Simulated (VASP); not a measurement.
Write the native input for VASP 6.6.1 that does the following.

| Quantity | Value |
| --- | --- |
| Task | relaxation of shape and atoms at fixed volume |
| Functional | PBE |
| Dispersion | D3(BJ) |
| Potentials or basis | VASP PAW PBE potentials, release 64 (C) |
| Cutoff | 600 eV |
| k mesh | 14 × 14 × 8 |
| Occupations | gaussian, width 0.02 eV |
| Spin | no spin polarisation |
| Dipole correction | no |
| Further INCAR settings | ALGO = Normal; EDIFF = 1e-07; IBRION = 2; EDIFFG = -0.01; NSW = 50; ISIF = 4 |

The structure of C lies in POSCAR:

```
C
1.0
    2.1033625962     -1.2143039901     -0.0123330008
    2.1033625962      1.2143039901     -0.0123330008
   -1.3850830520      0.0000000000      3.0664909166
C
2
Direct
    0.8334466634      0.8334466634      0.0003626469
    0.1665533366      0.1665533366      0.9996373531
```

This cell differs from its parent crystal: volume scaled by 0.88.

The input as run:

INCAR

```
SYSTEM = C
  PREC = Accurate
  ENCUT = 600
  EDIFF = 1E-7
  ISMEAR = 0
  SIGMA = 0.02
  LREAL = .FALSE.
  LASPH = .TRUE.
  NELM = 120
  ALGO = Normal
  ISIF = 4
  LWAVE = .FALSE.
  LCHARG = .FALSE.
  GGA = PE
  IVDW = 12
  IBRION = 2
  NSW = 50
  EDIFFG = -0.01
  GGA_COMPAT = .FALSE.
  NELMIN = 4
```

KPOINTS

```
regular mesh
0
G
  14 14 8
  0 0 0
```

Potentials or basis: VASP PAW PBE potentials, release 64 (C).

Run with:

```bash
$ cat potpaw_PBE.64/C/POTCAR > POTCAR
$ mpirun -np 1 vasp_std > vasp.out
```

Results of the run:

* Energy gained by relaxing: 8.0 meV/atom
* Ionic steps: 8
* Pressure after relaxing: 7.7 GPa
* Band gap on the k mesh: 0.17 eV, direct
* Dispersion energy per atom: -0.178 eV

Run time: 5.4 min on 1 thread of Intel Xeon 8259CL, with other jobs on the host, peak memory 0.18 GiB.
